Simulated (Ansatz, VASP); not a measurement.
# Cr in VASP and in Ansatz

File INCAR:

```
ALGO = Normal ; EDIFF = 1E-6
ENCUT = 520 ; GGA = PE
ISIF = 2 ; ISMEAR = -1
ISPIN = 2 ; LASPH = True
LCHARG = False ; LMAXMIX = 4
LORBIT = 11 ; LREAL = False
LWAVE = False ; MAGMOM = -3 3
NBANDS = 23 ; NELM = 150
PREC = Accurate ; SIGMA = 0.1
```

Contents of KPOINTS:

```
k-points
0
Gamma
  11 11 9
```

Contents of POSCAR:

```
Cr
1.0
    2.8307344662      0.0000000000      0.0000000000
    0.0000000000      2.8307344662      0.0000000000
    0.0000000000      0.0000000000      3.2657892906
Cr
2
Direct
    0.0000000000      0.0000000000      0.0000000000
    0.5000000000      0.5000000000      0.5000000000
```

Input for Ansatz:

```yaml
crystal:
  lattice:
    - [2.8307344662, 0.0, 0.0]
    - [0.0, 2.8307344662, 0.0]
    - [0.0, 0.0, 3.2657892906]
  atoms:
    - { symbol: Cr, position: [0.0, 0.0, 0.0], spin: -3.0 }
    - { symbol: Cr, position: [0.5, 0.5, 0.5], spin: 3.0 }
magnetization:
  spin_polarized: true
kpoints:
  mp_grid: { grid: [11, 11, 9] }
scf:
  occupations: { method: fermi_dirac, width: 0.1 }
  lower_state_search: "off"
hamiltonian:
  xc: pbe
  pseudopotentials: { kind: paw }
output:
  forces: true
  stress: true
  eigenvalues: true
  write_density: true
  write_potential: true
  elf: true
  volumetric_format: npy
```

Change from the starting cell: stretched by +10 % along [0.0, 0.0, 1.0] at fixed volume; collinear moments without spin-orbit coupling, PAW files.

Alike in both runs: task single point; functional PBE; k mesh 11 × 11 × 9; occupations fermi-dirac, width 0.1 eV; collinear spin.

|  | VASP | Ansatz |
| --- | --- | --- |
| version | VASP 6.6.1 | Ansatz 0.2.0 |
| potentials or method | VASP PAW PBE potentials, release 64 (Cr_pv) | PAW with Ansatz's default frozen-core files, scalar-relativistic |
| plane-wave cutoff (eV) | 520 | 420 |
| valence electrons in the cell | 24 | 28 |

|  | VASP | Ansatz | Ansatz less VASP |
| --- | --- | --- | --- |
| pressure (GPa) | -10.1 | -10.7 | -0.52 |
| traceless stress, the component that is largest in VASP (GPa) | -20.57 | -20.82 | -0.254 |
| net moment per atom (μB) | 0.00 | 0.00 | 0.000 |
| size of the moment on the site where the two differ most (μB) | 1.85 | 1.72 | -0.128 |

Site moments also hang on the region over which each program counts them. VASP's potentials hold 24 valence electrons a cell and Ansatz's 28, so a difference there can come from the potentials and not from the codes.
